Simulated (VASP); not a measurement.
Wanted: the native input for a VASP 6.6.1 run.

```
Task                   : relaxation of shape and atoms at fixed volume
Functional             : PBE
Potentials or basis    : VASP PAW PBE potentials, release 64 (Ti_sv, B)
Cutoff                 : 600 eV
k mesh                 : 15 × 15 × 14
Occupations            : gaussian, width 0.1 eV
Spin                   : no spin polarisation
Dipole correction      : no
Further INCAR settings : ALGO = Normal; EDIFF = 1e-06; IBRION = 2; EDIFFG = -0.01; NSW = 50; ISIF = 4
```

The structure of TiB2 lies in POSCAR:

```
TiB2
1.0
    3.0621241413      0.0000000000      0.0000000000
   -1.5310620707      2.6518772959      0.0000000000
    0.0000000000      0.0000000000      3.2553279388
Ti B
1 2
Direct
    0.0000000000      0.0000000000      0.0000000000
    0.3333333333      0.6666666667      0.5000000000
    0.6666666667      0.3333333333      0.5000000000
```

This cell differs from its parent crystal: volume scaled by 1.03.

The input as run:

INCAR

```
SYSTEM = TiB2
  ALGO = Normal
  EDIFF = 1E-6
  EDIFFG = -0.01
  ENCUT = 600
  GGA = PE
  IBRION = 2
  ISIF = 4
  ISMEAR = 0
  LASPH = .True.
  LCHARG = .False.
  LREAL = .False.
  LWAVE = .False.
  NELM = 80
  NSW = 50
  PREC = Accurate
  SIGMA = 0.1
```

KPOINTS

```
k-points
0
Gamma
  15 15 14
  0 0 0
```

Potentials or basis: VASP PAW PBE potentials, release 64 (Ti_sv, B).

Run with:

```sh
$ cat potpaw_PBE.64/Ti_sv/POTCAR potpaw_PBE.64/B/POTCAR > POTCAR
$ mpirun -np 1 vasp_std > vasp.out
```

Results of the run:

```
Energy gained by relaxing : 0.1 meV/atom
Ionic steps               : 2
Pressure after relaxing   : -6.8 GPa
Band gap on the k mesh    : zero (band 9 reaches 10.07 eV, above the bottom of band 10 at 9.51 eV)
```

Run time: 2.2 min on 1 thread of Intel Xeon 8259CL (shared host), peak memory 0.23 GiB.
